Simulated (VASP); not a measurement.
# As (R-3m) in VASP: relaxation of cell and atoms with PBEsol

Aim: the relaxation of cell and atoms of As with PBEsol.

All numbers are computed with VASP 6.6.1; they aren't measurements. Logs are shortened: lines on timing, memory, paths and dates and some standing lists are left out, and cuts for length are marked.

## 1. The cell of the first run

The structure is trigonal, space group R-3m (No. 166). Conventional cell: a = 3.762 Å, b = 3.762 Å, c = 10.542 Å, α = 90.00°, β = 90.00°, γ = 120.00°. Within 3.3 Å of As (site symmetry 3m) lie 6 As at 2.51 to 3.14 Å.

## 2. Relaxation of cell and atoms, PBEsol

INCAR

```
PREC = Accurate
ENCUT = 600
EDIFF = 1E-6
ISMEAR = -1
SIGMA = 0.05
LREAL = False
LASPH = True
NELM = 60
ALGO = Normal
ISIF = 3
LWAVE = False
LCHARG = False
GGA = PS
IBRION = 2
NSW = 100
EDIFFG = -0.003
```

KPOINTS

```
regular mesh
0
Gamma
  11 11 11
```

POSCAR

```
As
1.0
    1.8807968987      1.0858785957      3.5140619945
   -1.8807968987      1.0858785957      3.5140619945
    0.0000000000     -2.1717571915      3.5140619945
As
2
Direct
    0.7740000000      0.7740000000      0.7740000000
    0.2260000000      0.2260000000      0.2260000000
```

Potentials or basis: VASP PAW PBE potentials, release 64 (As).

The run is started by

```console
$ cat potpaw_PBE.64/As/POTCAR > POTCAR
$ mpirun -np 1 vasp_std > vasp.out
```

OUTCAR:

```text
PREC = Accurate
   ENCUT = 600
   EDIFF = 1E-6
   ISMEAR = -1
   LREAL = False
   LASPH = True
   NELM = 60
   ISIF = 3
   GGA = PS
   IBRION = 2
   NSW = 100
   EDIFFG = -0.003

 ion  position               nearest neighbor table
   1  0.774  0.774  0.774-   2 2.51   2 2.51   2 2.51
   2  0.226  0.226  0.226-   1 2.51   1 2.51   1 2.51

  LATTYP: Found a trigonal (rhomboedric) cell.
 ALAT       =     4.1310000000
 COS(alpha) =     0.5854247172

  Lattice vectors:

 A1 = (   1.8807968987,   1.0858785957,   3.5140619945)
 A2 = (  -1.8807968987,   1.0858785957,   3.5140619945)
 A3 = (   0.0000000000,  -2.1717571915,   3.5140619945)

Analysis of symmetry for initial positions (statically):
=====================================================================
 Subroutine PRICEL returns:
 Original cell was already a primitive cell.

 Routine SETGRP: Setting up the symmetry group for a
 trigonal (rhombohedral) supercell.

 Subroutine GETGRP returns: Found 12 space group operations
 (whereof 12 operations were pure point group operations)
 out of a pool of 12 trial point group operations.

The static configuration has the point symmetry D_3d.

Analysis of symmetry for dynamics (positions and initial velocities):
=====================================================================
 Subroutine PRICEL returns:
 Original cell was already a primitive cell.

 Routine SETGRP: Setting up the symmetry group for a
 trigonal (rhombohedral) supercell.

 Subroutine GETGRP returns: Found 12 space group operations
 (whereof 12 operations were pure point group operations)
 out of a pool of 12 trial point group operations.

The dynamic configuration has the point symmetry D_3d.

 Subroutine INISYM returns: Found 12 space group operations
 (whereof 12 operations are pure point group operations),
 and found     1 'primitive' translations

----------------------------------------------------------------------------------------

                                     Primitive cell

  volume of cell :      43.0610

  direct lattice vectors                    reciprocal lattice vectors
     1.880796899  1.085878596  3.514061995     0.265844760  0.153485544  0.094856987
    -1.880796899  1.085878596  3.514061995    -0.265844760  0.153485544  0.094856987
     0.000000000 -2.171757191  3.514061995     0.000000000 -0.306971087  0.094856987

  length of vectors
     4.131000000  4.131000000  4.131000000     0.321292852  0.321292852  0.321292852

  position of ions in fractional coordinates (direct lattice)
     0.774000000  0.774000000  0.774000000
     0.226000000  0.226000000  0.226000000

  ion indices of the primitive-cell ions
   primitive index   ion index
                 1           1
                 2           2

----------------------------------------------------------------------------------------

 KPOINTS: regular mesh

Automatic generation of k-mesh.
 Grid dimensions read from file:
 generate k-points for:   11   11   11

 Generating k-lattice:

  Cartesian coordinates                     Fractional coordinates (reciprocal lattice)
     0.024167705  0.013953231  0.008623362     0.090909091  0.000000000 -0.000000000
    -0.024167705  0.013953231  0.008623362     0.000000000  0.090909091 -0.000000000
     0.000000000 -0.027906462  0.008623362    -0.000000000 -0.000000000  0.090909091

  Length of vectors
     0.029208441  0.029208441  0.029208441

  Shift w.r.t. Gamma in fractional coordinates (k-lattice)
     0.000000000  0.000000000  0.000000000

 Subroutine IBZKPT returns following result:
 ===========================================

 Found    146 irreducible k-points:

 Following reciprocal coordinates:
            Coordinates               Weight
  0.000000  0.000000  0.000000      1.000000
  0.090909  0.000000 -0.000000      6.000000
  0.181818  0.000000 -0.000000      6.000000
  0.272727  0.000000  0.000000      6.000000
  0.363636  0.000000 -0.000000      6.000000
  0.454545  0.000000 -0.000000      6.000000
[... 16 lines left out ...]
 -0.272727  0.181818  0.000000     12.000000
 -0.181818  0.181818  0.000000      6.000000
 [... further k-points ...]
   k-points           NKPTS =    146   k-points in BZ     NKDIM =    146   number of bands    NBANDS=      9
   number of dos      NEDOS =    301   number of ions     NIONS =      2
   total plane-waves  NPLWV =  46656
   dimension x,y,z NGX =    36 NGY =   36 NGZ =   36
   dimension x,y,z NGXF=    72 NGYF=   72 NGZF=   72
   ions per type =               2
   NGX,Y,Z   is equivalent  to a cutoff of  14.49, 14.49, 14.49 a.u.
   NGXF,Y,Z  is equivalent  to a cutoff of  28.98, 28.98, 28.98 a.u.
 SYSTEM =  unknown system
   PREC   = accura    normal or accurate (medium, high low for compatibility)
   ISTART =      0    job   : 0-new  1-cont  2-samecut
   ICHARG =      2    charge: 1-file 2-atom 10-const
   ISPIN  =      1    spin polarized calculation?
   LNONCOLLINEAR =      F non collinear calculations
   LSORBIT =      F    spin-orbit coupling
   LASPH  =      T    aspherical Exc in radial PAW
   ENCUT  =  600.0 eV  44.10 Ry    6.64 a.u.   8.25  8.25  8.25*2*pi/ulx,y,z
   NELM   =     60;   NELMIN=  2; NELMDL= -5     # of ELM steps
   EDIFF  = 0.1E-05   stopping-criterion for ELM
   LREAL  =      F    real-space projection
   EDIFFG = -.3E-02   stopping-criterion for IOM
   NSW    =    100    number of steps for IOM
   IBRION =      2    ionic relax: 0-MD 1-quasi-New 2-CG
   NFREE  =      1    steps in history (QN), initial steepest desc. (CG)
   ISIF   =      3    stress and relaxation
   ISYM   =      2    0-nonsym 1-usesym 2-fastsym
   POTIM  = 0.5000    time-step for ionic-motion
   TEBEG  =    0.0;   TEEND  =   0.0 temperature during run
   PSTRESS=    0.0 pullay stress
   NELECT =      10.0000    total number of electrons
   NUPDOWN=      -1.0000    fix difference up-down
   EMIN   =  10.00;   EMAX   =-10.00  energy-range for DOS
   EFERMI =   0.00;   METHOD = LEGACY
   ISMEAR =    -1;   SIGMA  =   0.05  broadening in eV -4-tet -1-fermi 0-gaus
   EFERMI_NEDOS =   21; number of points for ismear=-14 and -15
   IALGO  =     38    algorithm
   IMIX   =      4    mixing-type and parameters
     AMIX     =   0.40;   BMIX     =  1.00
     AMIX_MAG =   1.60;   BMIX_MAG =  1.00
  volume/ion in A,a.u.               =      21.53       145.29
  Fermi-wavevector in a.u.,A,eV,Ry     =   1.006268  1.901570 13.776916  1.012575
  Thomas-Fermi vector in A             =   2.138999
   LORBIT       =      0    0 simple, 1 ext, 2 COOP (PROOUT), +10 PAW based schemes
   GGA     = PS    functional components
   LHFCALC =     F    Hartree Fock is set to
   AEXX    =    0.0000 exact exchange contribution
   IVDW    =     0    specifies the selected vdW correction
   LEPSILON=     F    determine dielectric tensor
   LRPA    =     F    only Hartree local field effects (RPA)
 conjugate gradient relaxation of ions
 non-spin polarized calculation
  energy-cutoff  :      600.00
  volume of cell :       43.06
 maximum number of plane-waves:      1458
 NGX is ok and might be reduce to    36
   NGX = 17   NGY = 17   NGZ = 17

--------------------------------------- Ionic step        1  -------------------------------------------

 number of electron      10.0000000 magnetization

 Free energy of the ion-electron system (eV)
  ---------------------------------------------------
  ext. energy  EPLUGINS =         0.00000000
  ---------------------------------------------------
  free energy    TOTEN  =       -10.19858367 eV

  energy without entropy =      -10.19768424  energy(sigma->0) =      -10.19813396

------------------------ aborting loop because EDIFF is reached ----------------------------------------

  FORCE on cell =-STRESS in cart. coord.  units (eV):
  Direction    XX          YY          ZZ          XY          YZ          ZX
  --------------------------------------------------------------------------------------
  -------------------------------------------------------------------------------------
  Total        0.2861542      0.2861542      0.0195955      0.0000000     -0.0000000      0.0000000
  in kB       10.6469913     10.6469913      0.7290949      0.0000000     -0.0000000      0.0000000
  external PRESSURE =       7.3410258 kB  Pullay stress =       0.0000000 kB
[... 89 lines left out ...]
  FREE ENERGIE OF THE ION-ELECTRON SYSTEM (eV)
  ---------------------------------------------------
  free  energy   TOTEN  =       -10.2076418334 eV

  energy  without entropy=      -10.2067211275  energy(sigma->0) =      -10.20718148

[... ionic steps 4 to 13 ...]

--------------------------------------- Ionic step       14  -------------------------------------------

 number of electron      10.0000000 magnetization

------------------------ aborting loop because EDIFF is reached ----------------------------------------

  FORCE on cell =-STRESS in cart. coord.  units (eV):
  Direction    XX          YY          ZZ          XY          YZ          ZX
  --------------------------------------------------------------------------------------
  -------------------------------------------------------------------------------------
  Total       -0.0067174     -0.0067174     -0.0110563      0.0000000      0.0000000      0.0000000
  in kB       -0.2573848     -0.2573848     -0.4236326      0.0000000      0.0000000      0.0000000
  external PRESSURE =      -0.3128007 kB  Pullay stress =       0.0000000 kB
[... 57 lines left out ...]
  energy  without entropy=      -10.2202052380  energy(sigma->0) =      -10.22051903

--------------------------------------- Ionic step       16  -------------------------------------------

 number of electron      10.0000000 magnetization

 Free energy of the ion-electron system (eV)
  ---------------------------------------------------
  ext. energy  EPLUGINS =         0.00000000
  ---------------------------------------------------
  free energy    TOTEN  =       -10.22083203 eV

  energy without entropy =      -10.22020448  energy(sigma->0) =      -10.22051825

 E-fermi :   5.6566     XC(G=0): -10.2637

 val. band max:        5.5534632967   @ k =   0.4545   0.0000  -0.0000
 cond. band min:       5.7775849983   @ k =   0.3636   0.1818   0.1818
 fundamental gap:      0.2241217016
 Fermi energy:         5.6565839081

 k-point     1 :       0.0000    0.0000    0.0000
  band No.  band energies     occupation
      1      -9.5173      2.00000
      2       0.0422      2.00000
      3       3.2442      2.00000
      4       3.5401      2.00000
      5       3.5401      2.00000
      6       7.7246      0.00000
      7       8.7377      0.00000
      8       8.7377      0.00000
      9      12.0346      0.00000
[... 265 lines left out ...]
 k-point    24 :      -0.1818    0.1818    0.0000
  band No.  band energies     occupation
      1      -8.3146      2.00000
      2      -2.9679      2.00000
      3       1.5709      2.00000
      4       4.1122      2.00000
      5       4.1288      2.00000
      6       6.2163      0.00003
      7       6.6603      0.00000
      8       9.4632      0.00000
      9      10.9240      0.00000

 [... further k-points ...]

------------------------ aborting loop because EDIFF is reached ----------------------------------------

  FORCE on cell =-STRESS in cart. coord.  units (eV):
  Direction    XX          YY          ZZ          XY          YZ          ZX
  --------------------------------------------------------------------------------------
  -------------------------------------------------------------------------------------
  Total       -0.0048183     -0.0048183     -0.0015253      0.0000000      0.0000000      0.0000000
  in kB       -0.1846708     -0.1846708     -0.0584614      0.0000000      0.0000000      0.0000000
  external PRESSURE =      -0.1426010 kB  Pullay stress =       0.0000000 kB
[... 17 lines left out ...]
  FREE ENERGIE OF THE ION-ELECTRON SYSTEM (eV)
  ---------------------------------------------------
  free  energy   TOTEN  =       -10.2208320257 eV

  energy  without entropy=      -10.2202044805  energy(sigma->0) =      -10.22051825

 reached required accuracy - stopping structural energy minimisation
```

Wall time 4.7 min (1 thread of AMD EPYC 9R14 (Zen 4), shared host); peak memory 0.22 GiB.

What came out:

* Free energy: -10.2208 eV
* Relaxed volume: 20.90 Å³/atom
* Relaxed cell: a = 4.012 Å, b = 4.012 Å, c = 4.012 Å, α = 56.36°, β = 56.36°, γ = 56.36°
* Space group after relaxing (to 0.1 Å): R-3m (No. 166)
* Energy gained by relaxing: 11.1 meV/atom
* Ionic steps: 16
* Pressure after relaxing: 0.0 GPa
* Band gap on the k mesh: zero (bands 5 and 6 overlap by 0.22 eV)

Forces on the atoms (eV/Å):
```
As   0.000  0.000  0.002
As   0.000  0.000 -0.002
```

The path:
```
step  energy change (eV)  largest force (eV/Å)  pressure (GPa)  volume (Å³)
   1              0.0000                0.4430            0.73        43.06
   2             -0.0086                0.0047           -1.54        43.68
   3             -0.0091                0.0776           -1.12        43.56
   4             -0.0154                0.0272           -0.54        42.86
   5             -0.0186                0.0286            0.32        41.95
   6             -0.0216                0.0407            0.06        41.85
   7             -0.0221                0.0442           -0.09        41.80
   8             -0.0222                0.0170            0.21        41.69
   9             -0.0222                0.0069            0.09        41.73
  10             -0.0222                0.0005           -0.01        41.81
  11             -0.0222                0.0011            0.01        41.79
  12             -0.0222                0.0017            0.02        41.80
  13             -0.0222                0.0036           -0.02        41.82
  14             -0.0222                0.0031           -0.03        41.81
  15             -0.0222                0.0024           -0.03        41.81
  16             -0.0222                0.0020           -0.01        41.80
```

Final structure:
```
CELL_PARAMETERS angstrom
1.89432 1.09369 3.36281
-1.89432 1.09369 3.36281
0.00000 -2.18738 3.36281
ATOMIC_POSITIONS crystal
As 0.76950 0.76950 0.76950
As 0.23050 0.23050 0.23050
```

Caveat: the PAW data sets were made with another functional, which shifts forces and pressure a little.
